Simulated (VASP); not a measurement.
Wanted: the native input for a VASP 6.6.1 run.

```
Task                   : single point
Functional             : PBE
Potentials or basis    : VASP PAW PBE potentials, release 64 (Al, C)
Cutoff                 : 520 eV
k mesh                 : 6 × 6 × 4
Occupations            : gaussian, width 0.1 eV
Spin                   : collinear spin, ferromagnetic start
Starting moments       : [0.0, 0.0, 1.0] μB
Dipole correction      : no
Further INCAR settings : ALGO = Normal; EDIFF = 1e-07; NBANDS = 16
```

The structure of Al2C lies in POSCAR:

```
Al2C
1.0
    3.1808475000      0.0000000000      0.0000000000
   -1.5904237500      2.7546947400      0.0000000000
    0.0000000000      0.0000000000      4.4099800900
Al C
2 1
Direct
    0.3333333300      0.6666666700      0.2419167500
    0.6666666700      0.3333333300      0.7580832500
    0.0000000000      0.0000000000      0.0000000000
```

These files were run (other wordings do the same):

INCAR

```
SYSTEM = Al2C
  PREC = Accurate
  ENCUT = 520
  EDIFF = 1E-7
  ISMEAR = 0
  SIGMA = 0.1
  LREAL = .FALSE.
  LASPH = .TRUE.
  NELM = 150
  ALGO = Normal
  ISIF = 2
  LWAVE = .FALSE.
  LCHARG = .FALSE.
  ISPIN = 2
  MAGMOM = 0 0 1
  LORBIT = 11
  GGA = PE
  NBANDS = 16
```

KPOINTS

```
Automatic mesh
0
G
  6 6 4
  0 0 0
```

Potentials or basis: VASP PAW PBE potentials, release 64 (Al, C).

The run is started by

```bash
$ cat potpaw_PBE.64/Al/POTCAR potpaw_PBE.64/C/POTCAR > POTCAR
$ mpirun -np 1 vasp_std > vasp.out
```

It gave:

* Pressure: -7.1 GPa
* Largest force: 0.840 eV/Å
* Band gap on the k mesh: zero (filled and empty bands overlap)
* Net moment: 0.00 μB per cell
* Valence electrons inside the program's atomic spheres: Al 0.74; C 2.41

Caveat: the k points lie up to 0.38 Å⁻¹ apart.

Run time: 21 s on 1 thread of Intel(R) Xeon(R) Platinum 8488C (Sapphire Rapids), with other jobs on the host, peak memory 0.17 GiB.
